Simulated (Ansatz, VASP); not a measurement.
GaCuSe2: VASP beside Ansatz

Contents of INCAR:

```
SYSTEM = GaCuSe2
ALGO = Normal
EDIFF = 1E-6
ENCUT = 520
GGA = PS
ISIF = 2
ISMEAR = 0
LASPH = .True.
LCHARG = .False.
LREAL = .False.
LWAVE = .False.
NBANDS = 46
NELM = 80
PREC = Accurate
SIGMA = 0.01
```

KPOINTS

```
k-points
0
Gamma
  6 6 6
  0 0 0
```

Contents of POSCAR:

```
GaCuSe2
1.0
   -2.8095500000      2.8095500000      5.5130000000
    2.8095500000     -2.8095500000      5.5130000000
    2.8095500000      2.8095500000     -5.5130000000
Se Ga Cu
4 2 2
Direct
    0.1256200000      0.6250000000      0.0006200000
    0.8750000000      0.8743800000      0.4993800000
    0.6243800000      0.1250000000      0.9993800000
    0.3750000000      0.3756200000      0.5006200000
    0.2500000000      0.7500000000      0.5000000000
    0.5000000000      0.5000000000      0.0000000000
    0.7500000000      0.2500000000      0.5000000000
    0.0000000000      0.0000000000      0.0000000000
```

File input.yaml:

```yaml
crystal:
  lattice:
    - [-2.80955, 2.80955, 5.513]
    - [2.80955, -2.80955, 5.513]
    - [2.80955, 2.80955, -5.513]
  atoms:
    - { symbol: Se, position: [0.12562, 0.625, 0.00062] }
    - { symbol: Se, position: [0.875, 0.87438, 0.49938] }
    - { symbol: Se, position: [0.62438, 0.125, 0.99938] }
    - { symbol: Se, position: [0.375, 0.37562, 0.50062] }
    - { symbol: Ga, position: [0.25, 0.75, 0.5] }
    - { symbol: Ga, position: [0.5, 0.5, 0.0] }
    - { symbol: Cu, position: [0.75, 0.25, 0.5] }
    - { symbol: Cu, position: [0.0, 0.0, 0.0] }
kpoints:
  mp_grid: { grid: [6, 6, 6] }
  band_path:
    path:
      - [0.0, 0.0, 0.0]
      - [0.0, 0.0, 0.5]
      - [0.25, 0.25, 0.25]
      - [0.0, 0.5, 0.0]
      - [0.5, 0.5, -0.5]
      - [0.3149288266, 0.6850711734, -0.3149288266]
      - [-0.3149288266, 0.3149288266, 0.3149288266]
      - [-0.1298576533, 0.1298576533, 0.5]
      - [0.5, 0.5, -0.1298576533]
    npoints: 1
hamiltonian:
  xc: pbesol
scf:
  occupations: { method: fixed }
  n_extra_bands: 6
output:
  forces: true
  stress: true
  eigenvalues: true
  write_density: true
  write_potential: true
  elf: true
  volumetric_format: npy
```

Alike in both runs: functional PBEsol; k mesh 6 × 6 × 6; no spin polarisation.

|  | VASP | Ansatz |
| --- | --- | --- |
| version | VASP 6.6.1 | Ansatz 0.2.0 |
| potentials or method | VASP PAW PBE potentials, release 64 (Se, Ga_d, Cu) | Ansatz PAW |
| plane-wave cutoff (eV) | 520 | 420 |
| occupations | gaussian, width 0.01 eV | fixed |
| valence electrons in the cell | 72 | 128 |
| task | single point | band structure |

|  | VASP | Ansatz | Ansatz less VASP |
| --- | --- | --- | --- |
| gap on the k mesh at the Fermi level (eV) | 0.18 | 0.16 | -0.023 |
| least direct gap on the mesh (eV) | 0.18 | 0.16 | -0.023 |
| pressure (GPa) | -0.5 | -0.7 | -0.19 |
| traceless stress, the component that is largest in VASP (GPa) | 0.15 | 0.16 | +0.011 |
| rms of the force components (eV/Å) | 0.167 | 0.176 | +0.0086 |

VASP's potentials were made for PBE, not for PBEsol. Atom by atom the forces differ by 0.009 eV/Å (rms over components). VASP's potentials hold 72 valence electrons a cell and Ansatz's 128, so a difference there can come from the potentials and not from the codes.
